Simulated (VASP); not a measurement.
Here is a VASP 6.6.1 calculation.

File INCAR:

```
ALGO = Normal ; EDIFF = 1E-6
ENCUT = 520 ; GGA = PS
ISIF = 2 ; ISMEAR = -1
LASPH = T ; LCHARG = F
LREAL = F ; LWAVE = F
NBANDS = 16 ; NELM = 80
PREC = Accurate ; SIGMA = 0.05
```

KPOINTS

```
k-points
0
Gamma
  9 9 9
```

The input POSCAR:

```
InSb
1.0
    0.0000000000      3.2391000000      3.2714910000
    3.2391000000      0.0000000000      3.2714910000
    3.2391000000      3.2391000000      0.0000000000
In Sb
1 1
Direct
    0.0000000000      0.0000000000      0.0000000000
    0.7500000000      0.7500000000      0.7500000000
```

Potentials or basis: VASP PAW PBE potentials, release 64 (In_d, Sb).

Launch:

```bash
$ cat potpaw_PBE.64/In_d/POTCAR potpaw_PBE.64/Sb/POTCAR > POTCAR
$ mpirun -np 1 vasp_std > vasp.out
```

Problem. What does it give for the band gap on the k mesh?

Solution. Zero (filled and empty bands touch).

Problem. Estimate the pressure.

Solution. 0.4 GPa.

Stress tensor (GPa, compression positive):
```
0.50 0.00 0.00
0.00 0.50 0.00
0.00 0.00 0.22
```

Caveat: the cell differs from its parent crystal (zz strain of +1 %); the PAW data sets were made with another functional, which shifts forces and pressure a little; spin-orbit coupling is left out, which moves the levels of the heavy elements.
